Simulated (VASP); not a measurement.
# AlN: single point with PBE

Crystal: AlN.

```
Al N
1.0
     3.36881    0.00000    0.00000
    -1.68441    2.91748    0.00000
     0.00000    0.00000    4.25752
Al N
2 2
Direct
  0.33333 0.66667 0.78055
  0.66667 0.33333 0.28055
  0.33333 0.66667 0.19116
  0.66667 0.33333 0.69116
```

| Item | Value |
| --- | --- |
| Program | VASP 6.6.1 |
| Task | single point |
| Functional | PBE |
| Potentials or basis | VASP PAW PBE potentials, release 64 (Al, N) |
| Cutoff | 520 eV |
| k mesh | 9 × 9 × 6 |
| Occupations | gaussian, width 0.05 eV |
| Spin | no spin polarisation |

```yaml
Pressure: 3.6 GPa
Largest_force: 2.737 eV/Å
Band_gap_on_the_k_mesh: 3.44 eV, direct
```

Forces in eV/Å, atoms in the order of the input:
```
Al   0.000  0.000 -2.737
Al   0.000  0.000 -2.737
N    0.000  0.000  2.737
N    0.000  0.000  2.737
```

Stress tensor (GPa, compression positive):
```
-15.82   0.00   0.00
  0.00 -15.82   0.00
  0.00   0.00  42.37
```

Levels at points of the mesh, in eV from the valence-band top:
```csv
k point,band 5,band 6,band 7,band 8,band 9,band 10,band 11,band 12
"(0.00, 0.00, 0.00)",-2.41,-0.86,-0.86,0.00,3.44,4.44,8.68,8.68
"(0.00, 0.00, 0.50)",-1.67,-1.67,-1.67,-1.67,5.49,5.49,8.90,8.90
```

It took 40 s on 1 thread of AMD EPYC 7R43 64-Core Processor (Zen 3) (shared host), peak memory 0.13 GiB.

Caveat: forces of over 1 eV/Å act on the atoms, so gaps and moduli don't describe the material at rest. A k mesh can miss the band edges.
